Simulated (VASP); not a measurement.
Write the native input for VASP 6.6.1 that does the following.

```
Task                   : single point
Functional             : PBE
Potentials or basis    : VASP PAW PBE potentials, release 64 (Al, N)
Cutoff                 : 520 eV
k mesh                 : 8 × 6 × 4
Occupations            : gaussian, width 0.05 eV
Spin                   : no spin polarisation
Dipole correction      : no
Further INCAR settings : ALGO = Normal; EDIFF = 1e-06; NBANDS = 26
```

The structure of AlN lies in POSCAR:

```
AlN
1.0
   -3.1302395625      0.0000000000      0.0000000000
    0.0000000000      0.0000000000     -5.0179796543
    0.0000000000     -5.4217339621      0.0000000000
Al N
4 4
Direct
    0.5359397413      0.9982712825      0.1666666667
   -0.0359397413      0.9982712825      0.6666666667
    0.0359397413      0.4982712825      0.3333333333
    0.4640602587      0.4982712825      0.8333333333
    0.5324588017      0.6167287175      0.1666666667
   -0.0324588017      0.6167287175      0.6666666667
    0.0324588017      0.1167287175      0.3333333333
    0.4675411983      0.1167287175      0.8333333333
```

This cell differs from its parent crystal: mode 4 (223.6 1/cm) frozen in, largest displacement +0.113 Å.

These files were run (other wordings do the same):

INCAR

```
SYSTEM = AlN
PREC = Accurate
ENCUT = 520
EDIFF = 1E-6
ISMEAR = 0
SIGMA = 0.05
LREAL = .False.
LASPH = .True.
NELM = 80
ALGO = Normal
ISIF = 2
LWAVE = .False.
LCHARG = .True.
GGA = PE
LELF = .True.
LVHAR = .True.
NBANDS = 26
```

KPOINTS

```
regular mesh
0
Gamma
  8 6 4
  0 0 0
```

Potentials or basis: VASP PAW PBE potentials, release 64 (Al, N).

Command:

```console
$ cat potpaw_PBE.64/Al/POTCAR potpaw_PBE.64/N/POTCAR > POTCAR
$ mpirun -np 1 vasp_std > vasp.out
```

Results of the run:

```
Pressure               : -0.7 GPa
Largest force          : 0.565 eV/Å
Band gap on the k mesh : 3.97 eV, direct
```

Caveat: the cell differs from its parent crystal (mode 4 (223.6 1/cm) frozen in, largest displacement +0.113 Å).

Run time: 37 s on 1 thread of Intel(R) Xeon(R) 6975P-C (Granite Rapids) (shared host), peak memory 0.24 GiB.
